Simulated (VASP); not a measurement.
GaSb: single point with PBE

The system is GaSb.

```
Ga Sb
1.0
     0.00000    3.05900    3.05900
     3.05900    0.00000    3.05900
     3.05900    3.05900    0.00000
Ga Sb
1 1
Cartesian
  0.0000 0.0000 0.0000
  1.5295 1.5295 1.5295
```

```json
{"Program": "VASP 6.6.1", "Task": "single point", "Functional": "PBE", "Potentials or basis": "VASP PAW PBE potentials, release 64 (Ga_d, Sb)", "Cutoff": "520 eV", "k mesh": "6 × 6 × 6", "Occupations": "gaussian, width 0.1 eV", "Spin": "no spin polarisation", "Dipole correction": "no", "Further INCAR settings": "ALGO = Normal; EDIFF = 1e-06; NBANDS = 16"}
```

* Pressure: 2.5 GPa
* Band gap on the k mesh: 0.04 eV

Levels at points of the mesh, in eV from the valence-band top:
```
           k point  band 7  band 8  band 9  band 10  band 11  band 12
(0.00, 0.00, 0.00)    0.00    0.00    0.00     0.04     2.77     2.77
(0.50, 0.00, 0.00)   -6.37   -1.16   -1.16     0.40     3.74     3.74
(0.50, 0.50, 0.00)   -6.82   -2.58   -2.58     0.90     1.25     8.68
```

It took 9.7 s on 1 thread of Intel(R) Xeon(R) 6975P-C (Granite Rapids), on a shared host, peak memory 0.17 GiB.

Caveat: the smearing spreads over this small gap; semilocal functionals underestimate gaps, and a narrow one can read as zero; spin-orbit coupling is left out, which moves the levels of the heavy elements. A k mesh can miss the band edges.
